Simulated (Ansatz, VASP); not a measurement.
**One calculation of AlNi3, two programs**

Contents of INCAR:

```
SYSTEM = AlNi3
PREC = Accurate ; ENCUT = 520
EDIFF = 1E-6 ; ISMEAR = -1
SIGMA = 0.03 ; LREAL = .FALSE.
LASPH = .TRUE. ; NELM = 150
ALGO = Normal ; ISIF = 2
LWAVE = .FALSE. ; LCHARG = .TRUE.
ISPIN = 2 ; MAGMOM = 0 1.5 1.5 1.5
LORBIT = 11 ; LMAXMIX = 4
GGA = PE ; LELF = .TRUE.
LVHAR = .TRUE. ; NBANDS = 28
```

Contents of KPOINTS:

```
Automatic mesh
0
G
  8 8 8
  0 0 0
```

Contents of POSCAR:

```
AlNi3
1.0
    3.5230547267      0.0000000000      0.0000000000
    0.0000000000      3.5230547267      0.0000000000
    0.0000000000      0.0000000000      3.5230547267
Al Ni
1 3
Direct
    0.0000000000      0.0000000000      0.0000000000
    0.0000000000      0.5000000000      0.5000000000
    0.5000000000      0.0000000000      0.5000000000
    0.5000000000      0.5000000000      0.0000000000
```

Input for Ansatz:

```yaml
crystal:
  lattice:
    - [3.5230547267, 0.0, 0.0]
    - [0.0, 3.5230547267, 0.0]
    - [0.0, 0.0, 3.5230547267]
  atoms:
    - { symbol: Al, position: [0.0, 0.0, 0.0] }
    - { symbol: Ni, position: [0.0, 0.5, 0.5], spin: 1.5 }
    - { symbol: Ni, position: [0.5, 0.0, 0.5], spin: 1.5 }
    - { symbol: Ni, position: [0.5, 0.5, 0.0], spin: 1.5 }
magnetization:
  spin_polarized: true
kpoints:
  mp_grid: { grid: [8, 8, 8] }
scf:
  occupations: { method: fermi_dirac, width: 0.03 }
  lower_state_search: "off"
hamiltonian:
  xc: pbe
  pseudopotentials: { kind: paw }
output:
  forces: true
  stress: true
  eigenvalues: true
  write_density: true
  write_potential: true
  elf: true
  volumetric_format: npy
```

Alike in both runs: task single point; functional PBE; k mesh 8 × 8 × 8; occupations fermi-dirac, width 0.03 eV; collinear spin.

|  | VASP | Ansatz |
| --- | --- | --- |
| version | VASP 6.6.1 | Ansatz 0.2.0 |
| potentials or method | VASP PAW PBE potentials, release 64 (Al, Ni) | PAW with Ansatz's default frozen-core files, scalar-relativistic |
| plane-wave cutoff (eV) | 520 | 420 |
| valence electrons in the cell | 33 | 57 |

Ansatz gave:

- pressure (GPa): 7.4
- net moment per atom (μB): 0.19
- size of the moment on the site where the two differ most (μB): 0.28

Question: Estimate VASP's values.

Answer: Pressure (GPa): 7.4; net moment per atom (μB): 0.18; size of the moment on the site where the two differ most (μB): 0.25.

Site moments also hang on the region over which each program counts them. The functional is the same, so the differences come from potentials, cutoffs and numerics. VASP's potentials hold 33 valence electrons a cell and Ansatz's 57, so a difference there can come from the potentials and not from the codes.
